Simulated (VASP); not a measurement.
# SnTe (I4/mmm) in VASP: notebook

SnTe is run at these levels: PBEsol; tasks: single point.

All numbers are computed with VASP 6.6.1; they aren't measurements. Logs are shortened: lines on timing, memory, paths and dates and some standing lists are left out, and cuts for length are marked.

## 1. The cell of the first run

Symmetry: I4/mmm, No. 139, tetragonal system. The conventional cell has a = 4.358 Å, b = 4.358 Å, c = 6.295 Å, α = 90.00°, β = 90.00°, γ = 90.00°. Within 4.1 Å of Sn (site symmetry 4/mmm) lie 6 Te at 3.08 to 3.15 Å. Te (site symmetry 4/mmm) has 6 Sn at 3.08 to 3.15 Å within 4.1 Å.

## 2. Single point, PBEsol (in-plane strain -0.02, then relaxed in part)

File INCAR:

```
SYSTEM = SnTe
ALGO     = Normal         ! electronic algorithm
EDIFF    = 1E-7           ! SCF threshold, eV
ENCUT    = 520            ! plane-wave cutoff, eV
GGA      = PS             ! functional
ISIF     = 2              ! what is computed and relaxed
ISMEAR   = 0              ! smearing method
LASPH    = .TRUE.         ! aspherical terms in the spheres
LCHARG   = .TRUE.         ! write CHGCAR
LELF     = .TRUE.         ! ELF
LREAL    = .FALSE.        ! projectors in reciprocal space
LVHAR    = .TRUE.       
LWAVE    = .FALSE.        ! write WAVECAR
NBANDS   = 17             ! bands
NELM     = 80             ! most SCF steps
PREC     = Accurate       ! precision mode
SIGMA    = 0.01           ! smearing width, eV
```

File KPOINTS:

```
k-points
0
G
  10 10 10
  0 0 0
```

File POSCAR:

```
SnTe
1.0
    3.0813506926      3.0813506926      0.0000000000
   -3.0813506926      3.0813506926      0.0000000000
    0.0000000000      3.0813506926      3.1475989249
Sn Te
1 1
Direct
    0.0000000000      0.0000000000      0.0000000000
    0.5000000000      0.5000000000      0.0000000000
```

Potentials or basis: VASP PAW PBE potentials, release 64 (Sn_d, Te).

Started as:

```bash
$ cat potpaw_PBE.64/Sn_d/POTCAR potpaw_PBE.64/Te/POTCAR > POTCAR
$ mpirun -np 1 vasp_std > vasp.out
```

OUTCAR:

```text
SYSTEM = SnTe
   EDIFF = 1E-7
   ENCUT = 520
   GGA = PS
   ISIF = 2
   ISMEAR = 0
   LASPH = .TRUE.
   LREAL = .FALSE.
   NELM = 80
   PREC = Accurate

 ion  position               nearest neighbor table
   1  0.000  0.000  0.000-   2 3.08   2 3.08   2 3.08   2 3.08   2 3.15   2 3.15
   2  0.500  0.500  0.000-   1 3.08   1 3.08   1 3.08   1 3.08   1 3.15   1 3.15

  LATTYP: Found a body centered tetragonal cell.
 ALAT       =     4.3576879399
 C/A-ratio  =     1.4446187833

  Lattice vectors:

 A1 = (   3.0813506926,   0.0000000000,  -3.1475989249)
 A2 = (  -3.0813506926,   0.0000000000,  -3.1475989249)
 A3 = (   0.0000000000,   3.0813506926,   3.1475989249)

Analysis of symmetry for initial positions (statically):
=====================================================================
 Subroutine PRICEL returns:
 Original cell was already a primitive cell.

 Routine SETGRP: Setting up the symmetry group for a
 body centered tetragonal supercell.

 Subroutine GETGRP returns: Found 16 space group operations
 (whereof 16 operations were pure point group operations)
 out of a pool of 16 trial point group operations.

The static configuration has the point symmetry D_4h.

Analysis of symmetry for dynamics (positions and initial velocities):
=====================================================================
 Subroutine PRICEL returns:
 Original cell was already a primitive cell.

 Routine SETGRP: Setting up the symmetry group for a
 body centered tetragonal supercell.

 Subroutine GETGRP returns: Found 16 space group operations
 (whereof 16 operations were pure point group operations)
 out of a pool of 16 trial point group operations.

The dynamic configuration has the point symmetry D_4h.

 Subroutine INISYM returns: Found 16 space group operations
 (whereof 16 operations are pure point group operations),
 and found     1 'primitive' translations

----------------------------------------------------------------------------------------

                                     Primitive cell

  volume of cell :      59.7712

  direct lattice vectors                    reciprocal lattice vectors
     3.081350693  3.081350693  0.000000000     0.162266503  0.162266503 -0.158851242
    -3.081350693  3.081350693  0.000000000    -0.162266503  0.162266503 -0.158851242
     0.000000000  3.081350693  3.147598925     0.000000000  0.000000000  0.317702485

  length of vectors
     4.357687940  4.357687940  4.404781616     0.279095956  0.279095956  0.317702485

  position of ions in fractional coordinates (direct lattice)
     0.000000000  0.000000000  0.000000000
     0.500000000  0.500000000  0.000000000

  ion indices of the primitive-cell ions
   primitive index   ion index
                 1           1
                 2           2

----------------------------------------------------------------------------------------

 KPOINTS: k-points

Automatic generation of k-mesh.
 Grid dimensions read from file:
 generate k-points for:   10   10   10

 Generating k-lattice:

  Cartesian coordinates                     Fractional coordinates (reciprocal lattice)
     0.016226650  0.016226650 -0.015885124     0.100000000  0.000000000  0.000000000
    -0.016226650  0.016226650 -0.015885124     0.000000000  0.100000000  0.000000000
     0.000000000  0.000000000  0.031770248     0.000000000  0.000000000  0.100000000

  Length of vectors
     0.027909596  0.027909596  0.031770248

  Shift w.r.t. Gamma in fractional coordinates (k-lattice)
     0.000000000  0.000000000  0.000000000

 Subroutine IBZKPT returns following result:
 ===========================================

 Found    102 irreducible k-points:

 Following reciprocal coordinates:
            Coordinates               Weight
  0.000000  0.000000  0.000000      1.000000
  0.100000  0.000000 -0.000000      8.000000
  0.200000  0.000000 -0.000000      8.000000
  0.300000  0.000000  0.000000      8.000000
  0.400000  0.000000  0.000000      8.000000
  0.500000  0.000000 -0.000000      4.000000
[... 16 lines left out ...]
  0.300000  0.300000  0.000000      8.000000
  0.400000  0.300000  0.000000     16.000000
 [... further k-points ...]
   k-points           NKPTS =    102   k-points in BZ     NKDIM =    102   number of bands    NBANDS=     17
   number of dos      NEDOS =    301   number of ions     NIONS =      2
   total plane-waves  NPLWV =  36864
   dimension x,y,z NGX =    32 NGY =   32 NGZ =   36
   dimension x,y,z NGXF=    64 NGYF=   64 NGZF=   72
   ions per type =               1   1
   NGX,Y,Z   is equivalent  to a cutoff of  12.21, 12.21, 13.59 a.u.
   NGXF,Y,Z  is equivalent  to a cutoff of  24.42, 24.42, 27.17 a.u.
 SYSTEM =  SnTe
   PREC   = accura    normal or accurate (medium, high low for compatibility)
   ISTART =      0    job   : 0-new  1-cont  2-samecut
   ICHARG =      2    charge: 1-file 2-atom 10-const
   ISPIN  =      1    spin polarized calculation?
   LNONCOLLINEAR =      F non collinear calculations
   LSORBIT =      F    spin-orbit coupling
   LASPH  =      T    aspherical Exc in radial PAW
   ENCUT  =  520.0 eV  38.22 Ry    6.18 a.u.   8.10  8.10  8.19*2*pi/ulx,y,z
   NELM   =     80;   NELMIN=  2; NELMDL= -5     # of ELM steps
   EDIFF  = 0.1E-06   stopping-criterion for ELM
   LREAL  =      F    real-space projection
   EDIFFG = 0.1E-05   stopping-criterion for IOM
   NSW    =      0    number of steps for IOM
   IBRION =     -1    ionic relax: 0-MD 1-quasi-New 2-CG
   NFREE  =      0    steps in history (QN), initial steepest desc. (CG)
   ISIF   =      2    stress and relaxation
   ISYM   =      2    0-nonsym 1-usesym 2-fastsym
   POTIM  = 0.5000    time-step for ionic-motion
   TEBEG  =    0.0;   TEEND  =   0.0 temperature during run
   PSTRESS=    0.0 pullay stress
   NELECT =      20.0000    total number of electrons
   NUPDOWN=      -1.0000    fix difference up-down
   EMIN   =  10.00;   EMAX   =-10.00  energy-range for DOS
   EFERMI =   0.00;   METHOD = LEGACY
   ISMEAR =     0;   SIGMA  =   0.01  broadening in eV -4-tet -1-fermi 0-gaus
   EFERMI_NEDOS =   21; number of points for ismear=-14 and -15
   IALGO  =     38    algorithm
   IMIX   =      4    mixing-type and parameters
     AMIX     =   0.40;   BMIX     =  1.00
     AMIX_MAG =   1.60;   BMIX_MAG =  1.00
  volume/ion in A,a.u.               =      29.89       201.68
  Fermi-wavevector in a.u.,A,eV,Ry     =   1.136548  2.147763 17.575195  1.291740
  Thomas-Fermi vector in A             =   2.273253
   LORBIT       =      0    0 simple, 1 ext, 2 COOP (PROOUT), +10 PAW based schemes
   GGA     = PS    functional components
   LHFCALC =     F    Hartree Fock is set to
   AEXX    =    0.0000 exact exchange contribution
   IVDW    =     0    specifies the selected vdW correction
   LEPSILON=     F    determine dielectric tensor
   LRPA    =     F    only Hartree local field effects (RPA)
 non-spin polarized calculation
 Gauss-broadening in eV      SIGMA  =   0.01
  energy-cutoff  :      520.00
  volume of cell :       59.77
 maximum number of plane-waves:      1624
   NGX = 17   NGY = 17   NGZ = 17

 number of electron      20.0000001 magnetization

 Free energy of the ion-electron system (eV)
  ---------------------------------------------------
  ext. energy  EPLUGINS =         0.00000000
  ---------------------------------------------------
  free energy    TOTEN  =        -8.31521984 eV

  energy without entropy =       -8.31521984  energy(sigma->0) =       -8.31521984

 E-fermi :   7.4020     XC(G=0):  -9.8562

 val. band max:        7.2836297051   @ k =   0.5000   0.0000  -0.0000
 cond. band min:       7.5997267908   @ k =   0.5000   0.0000  -0.0000
 fundamental gap:      0.3160970857
 Fermi energy:         7.4020423606

 k-point     1 :       0.0000    0.0000    0.0000
  band No.  band energies     occupation
      1     -14.4212      2.00000
      2     -14.4156      2.00000
      3     -14.4099      2.00000
      4     -14.4099      2.00000
      5     -14.4056      2.00000
      6      -5.7832      2.00000
[... 9 lines left out ...]
     16      12.0758      0.00000
     17      13.9572      0.00000

 k-point     2 :       0.1000    0.0000   -0.0000
  band No.  band energies     occupation
      1     -14.4216      2.00000
      2     -14.4162      2.00000
      3     -14.4096      2.00000
      4     -14.4092      2.00000
      5     -14.4050      2.00000
      6      -5.6924      2.00000
[... 9 lines left out ...]
     16      12.2882      0.00000
     17      14.7519      0.00000

 k-point     3 :       0.2000    0.0000   -0.0000
  band No.  band energies     occupation
      1     -14.4228      2.00000
      2     -14.4181      2.00000
      3     -14.4090      2.00000
      4     -14.4073      2.00000
      5     -14.4031      2.00000
      6      -5.4288      2.00000
[... 9 lines left out ...]
     16      12.8735      0.00000
     17      16.1734      0.00000

 k-point     4 :       0.3000    0.0000    0.0000
  band No.  band energies     occupation
      1     -14.4246      2.00000
      2     -14.4206      2.00000
      3     -14.4082      2.00000
      4     -14.4046      2.00000
      5     -14.4005      2.00000
      6      -5.0281      2.00000
[... 9 lines left out ...]
     16      13.8049      0.00000
     17      17.8857      0.00000
[... 343 lines left out ...]
      1     -14.4247      2.00000
      2     -14.4172      2.00000
      3     -14.4117      2.00000
      4     -14.4058      2.00000
      5     -14.4005      2.00000
      6      -5.3023      2.00000
[... 9 lines left out ...]
     16      14.1799      0.00000
     17      14.5932      0.00000

 k-point    23 :       0.3000    0.3000    0.0000
  band No.  band energies     occupation
      1     -14.4290      2.00000
      2     -14.4223      2.00000
      3     -14.4058      2.00000
      4     -14.4032      2.00000
      5     -14.3965      2.00000
      6      -4.1864      2.00000
[... 9 lines left out ...]
     16      14.4386      0.00000
     17      17.1251      0.00000

 k-point    24 :       0.4000    0.3000    0.0000
  band No.  band energies     occupation
      1     -14.4327      2.00000
      2     -14.4199      2.00000
      3     -14.4088      2.00000
      4     -14.4010      2.00000
      5     -14.3943      2.00000
      6      -4.0276      2.00000
[... 9 lines left out ...]
     16      15.4493      0.00000
     17      18.2266      0.00000

 [... further k-points ...]

------------------------ aborting loop because EDIFF is reached ----------------------------------------

  FORCE on cell =-STRESS in cart. coord.  units (eV):
  Direction    XX          YY          ZZ          XY          YZ          ZX
  --------------------------------------------------------------------------------------
  -------------------------------------------------------------------------------------
  Total        1.1830829      1.1830829     -0.0108437      0.0000000      0.0000000     -0.0000000
  in kB       31.7127655     31.7127655     -0.2906685      0.0000000      0.0000000     -0.0000000
  external PRESSURE =      21.0449542 kB  Pullay stress =       0.0000000 kB

 VOLUME and BASIS-vectors are now :
 -----------------------------------------------------------------------------
  energy-cutoff  :      520.00
  volume of cell :       59.77
      direct lattice vectors                 reciprocal lattice vectors
     3.081350693  3.081350693  0.000000000     0.162266503  0.162266503 -0.158851242
    -3.081350693  3.081350693  0.000000000    -0.162266503  0.162266503 -0.158851242
     0.000000000  3.081350693  3.147598925     0.000000000  0.000000000  0.317702485

 POSITION                                       TOTAL-FORCE (eV/Angst)
 -----------------------------------------------------------------------------------
      0.00000      0.00000      0.00000         0.000000     -0.000000      0.000000
      0.00000      3.08135      0.00000        -0.000000      0.000000      0.000000
 -----------------------------------------------------------------------------------
    total drift:                                0.000000     -0.000000     -0.000000

  FREE ENERGIE OF THE ION-ELECTRON SYSTEM (eV)
  ---------------------------------------------------
  free  energy   TOTEN  =        -8.3152198420 eV

  energy  without entropy=       -8.3152198420  energy(sigma->0) =       -8.31521984
```

Run time: 92 s. Hardware: 1 thread of Intel Xeon Platinum 8259CL at 2.50GHz (Skylake/Cascade Lake), shared host; peak memory 0.26 GiB.

What came out:

| Quantity | Value |
| --- | --- |
| Free energy | -8.3152 eV |
| Pressure | 2.1 GPa |
| Band gap on the k mesh | 0.32 eV |

Stress tensor (GPa, compression positive):
```
 3.17  0.00  0.00
 0.00  3.17  0.00
 0.00  0.00 -0.03
```

Levels at points of the mesh, in eV from the valence-band top:
```csv
k point,band 7,band 8,band 9,band 10,band 11,band 12,band 13,band 14
"(0.00, 0.00, 0.00)",-4.42,-2.23,-2.23,-2.00,3.18,3.72,3.72,4.64
"(0.50, 0.00, 0.00)",-8.52,-1.84,-1.77,0.00,0.32,0.36,0.43,7.91
"(0.50, 0.50, 0.00)",-6.48,-5.85,-4.01,-3.76,2.00,4.93,5.51,6.94
"(0.00, 0.00, 0.50)",-6.32,-5.80,-3.83,-3.83,2.06,5.31,5.31,6.60
```

Caveat: the cell differs from its parent crystal (in-plane strain -0.02, then relaxed in part); the PAW data sets were made with another functional, which shifts forces and pressure a little; spin-orbit coupling is left out, which moves the levels of the heavy elements. A k mesh can miss the band edges.

[end of part 1 of 2]
